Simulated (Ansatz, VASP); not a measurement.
# Two plane-wave programs on As

```
As
1.0
     1.78774   -5.38772    0.00000
     1.78774    5.38772    0.00000
     0.00000    0.00000    4.37875
As
4
Direct
  0.39000 0.61000 0.56000
  0.89000 0.11000 0.94000
  0.61000 0.39000 0.44000
  0.11000 0.89000 0.06000
```

Alike in both runs: task single point; functional PBEsol; k mesh 8 × 8 × 6; occupations fermi-dirac, width 0.05 eV; no spin polarisation.

|  | VASP | Ansatz |
| --- | --- | --- |
| version | VASP 6.6.1 | Ansatz 0.2.0 |
| potentials or method | VASP PAW PBE potentials, release 64 (As) | Ansatz PAW |
| plane-wave cutoff (eV) | 520 | 420 |
| valence electrons in the cell | 20 | 60 |

Ansatz gave:

```
gap on the k mesh at the Fermi level (eV)                     : none
pressure (GPa)                                                : 4.6
traceless stress, the component that is largest in VASP (GPa) : -1.24
rms of the force components (eV/Å)                            : 0.306
```

Task: Estimate VASP's values.

Result: gap on the k mesh at the Fermi level (eV): none; pressure (GPa): 5.2; traceless stress, the component that is largest in VASP (GPa): -1.27; rms of the force components (eV/Å): 0.361.

VASP's potentials were made for PBE, not for PBEsol. Atom by atom the forces differ by 0.057 eV/Å (rms over components). A gap of «none» marks a metal or a gap that the smearing closes. The functional is the same, so the differences come from potentials, cutoffs and numerics. VASP's potentials hold 20 valence electrons a cell and Ansatz's 60, so a difference there can come from the potentials and not from the codes.
